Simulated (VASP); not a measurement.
Runs of VASP 6.6.1 on ZnS. The structure is that of space group P6_3mc (No. 186), or close to it. The cells are those of the table. 

```tsv
level	cell	smearing	gap on the mesh (eV)	pressure (GPa)	largest force (eV/Å)
r2SCAN	a = 3.805, b = 3.805, c = 6.088 Å, angles 90.0, 90.0, 120.0°, 4 atoms	gaussian 0.01 eV	(c)	2.3	-
r2SCAN	a = 3.882, b = 3.882, c = 6.176 Å, angles 90.0, 90.0, 120.0°, 4 atoms	gaussian 0.01 eV	2.67	-1.9	0.01
PBE	a = 3.996, b = 3.854, c = 6.244 Å, angles 90.0, 90.0, 121.2°, 4 atoms	fermi-dirac 0.02 eV	(b)	(a)	0.01
r2SCAN	a = 3.805, b = 3.805, c = 6.244 Å, angles 90.0, 90.0, 120.0°, 4 atoms	gaussian 0.01 eV	2.79	0.1	-
```

Alike in all rows: task single point; potentials or basis VASP PAW PBE potentials, release 64 (Zn, S); no spin polarisation; k mesh 12 × 12 × 4; cutoff (eV) 520.

Problem. Estimate the missing entries.

Solution. (a) -1.1; (b) 1.95; (c) 2.94.

Caveats: the PAW data sets were made with another functional, which shifts forces and pressure a little (some runs).

A k mesh can miss the band edges.
